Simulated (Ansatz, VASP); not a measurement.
**MgS in VASP and in Ansatz**

Contents of INCAR:

```
ALGO = Normal
EDIFF = 1E-7
ENCUT = 520
GGA = CA
ISIF = 2
ISMEAR = -1
LASPH = T
LCHARG = F
LREAL = F
LWAVE = F
NBANDS = 11
NELM = 80
PREC = Accurate
SIGMA = 0.05
```

The input KPOINTS:

```
k-points
0
Gamma
  9 9 9
```

POSCAR

```
MgS
1.0
    0.0000000000      2.5664882573      2.5664882573
    2.5664882573      0.0000000000      2.5664882573
    2.5664882573      2.5664882573      0.0000000000
S Mg
1 1
Direct
    0.5000000000      0.5000000000      0.5000000000
    0.0000000000      0.0000000000      0.0000000000
```

input.yaml

```yaml
crystal:
  lattice:
    - [0.0, 2.5664882573, 2.5664882573]
    - [2.5664882573, 0.0, 2.5664882573]
    - [2.5664882573, 2.5664882573, 0.0]
  atoms:
    - { symbol: S, position: [0.5, 0.5, 0.5] }
    - { symbol: Mg, position: [0.0, 0.0, 0.0] }
kpoints:
  mp_grid: { grid: [9, 9, 9] }
scf:
  occupations: { method: fermi_dirac, width: 0.05 }
hamiltonian:
  xc: lda
  pseudopotentials: { kind: all_electron, lapw: { basis_error: 0.001 } }
output:
  forces: true
  stress: true
  eigenvalues: true
```

Change from the starting cell: volume scaled by 0.96.

Alike in both runs: task single point; functional LDA; k mesh 9 × 9 × 9; occupations fermi-dirac, width 0.05 eV; no spin polarisation.

```csv
,VASP,Ansatz
version,VASP 6.6.1,Ansatz 0.2.0
potentials or method,"VASP PAW LDA potentials, release 64 (S, Mg), cutoff 520 eV","all-electron LAPW, scalar-relativistic"
```

```tsv
	VASP	Ansatz	Ansatz less VASP
gap on the k mesh at the Fermi level (eV)	2.78	2.78	+0.001
least direct gap on the mesh (eV)	3.82	3.81	-0.011
pressure (GPa)	-0.8	-0.2	+0.63
```

LDA's correlation is that of Perdew and Zunger in VASP and of Perdew and Wang (1992) in Ansatz. Ansatz ran all-electron here, and VASP with PAW potentials.
